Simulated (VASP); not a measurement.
# Hg: single point with PBEsol+D3(BJ)

The system is Hg.

```
Hg
1.0
     3.15314    0.00000    0.00000
    -1.57657    2.73070    0.00000
     0.00000    0.00000    5.26070
Hg
2
Direct
  0.66667 0.33333 0.75000
  0.33333 0.66667 0.25000
```

| Item | Value |
| --- | --- |
| Program | VASP 6.6.1 |
| Task | single point |
| Functional | PBEsol |
| Dispersion | D3(BJ) |
| Potentials or basis | VASP PAW PBE potentials, release 64 (Hg) |
| Cutoff | 520 eV |
| k mesh | 18 × 18 × 10 |
| Occupations | gaussian, width 0.15 eV |
| Spin | no spin polarisation |
| Dipole correction | no |
| Further INCAR settings | ALGO = Fast; EDIFF = 1e-06; NBANDS = 19 |

| Property | Result |
| --- | --- |
| Pressure | -1.2 GPa |
| Band gap on the k mesh | zero (bands 12 and 13 overlap by 1.94 eV) |
| Dispersion energy per atom | -0.441 eV |

Stress tensor (GPa, compression positive):
```
-1.19  0.00  0.00
 0.00 -1.19  0.00
 0.00  0.00 -1.34
```

Levels at points of the mesh, in eV from the Fermi level:
```csv
k point,band 10,band 11,band 12,band 13,band 14,band 15
"(0.00, 0.00, 0.00)",-5.79,-5.79,-1.82,-1.63,13.37,13.37
"(0.50, 0.00, 0.00)",-5.57,-2.18,-2.16,2.83,2.89,4.11
"(0.00, 0.00, 0.50)",-6.03,-6.03,-6.03,6.48,6.48,13.65
"(0.50, 0.00, 0.50)",-5.61,-1.22,-1.22,-0.22,-0.22,9.63
```

Wall time 2.2 min on 1 thread of Intel Xeon 8259CL (shared host), peak memory 0.28 GiB.

Caveat: the PAW data sets were made with another functional, which shifts forces and pressure a little; spin-orbit coupling is left out, which moves the levels of the heavy elements.
